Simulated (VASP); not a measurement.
Runs of VASP 6.6.1 on MnO. The structure is that of space group R-3m (No. 166), or close to it. The cells are those of the table. 

```csv
cell,gap on the mesh (eV),pressure (GPa),moment (μB)
"a = 3.071 Å, angles 63.2°, 2 atoms",none,-7.6,(b)
"a = 3.363 Å, angles 52.2°, 2 atoms",none,-10.4,4.61
"a = 2.882 Å, angles 75.3°, 2 atoms",none,-10.3,4.75
"a = 2.821 Å, angles 82.7°, 2 atoms",none,(a),(c)
```

Alike in all rows: task single point; level PBEsol; potentials or basis VASP PAW PBE potentials, release 64 (Mn_pv, O); spin collinear, ferromagnetic start; k mesh 20 × 20 × 20; cutoff (eV) 520; smearing gaussian 0.15 eV.

Q: Fill in the values left out.

A: (a) -11.4; (b) 4.72; (c) 4.83.

Caveats: the cell stands under tension; the PAW data sets were made with another functional, which shifts forces and pressure a little; a cell with one magnetic atom can't hold antiferromagnetic order, which such compounds often take; semilocal functionals often make such compounds metallic where correlation or magnetic order opens a gap, which also shifts bond lengths.

A gap of «none» marks levels without a gap at the run's occupations.
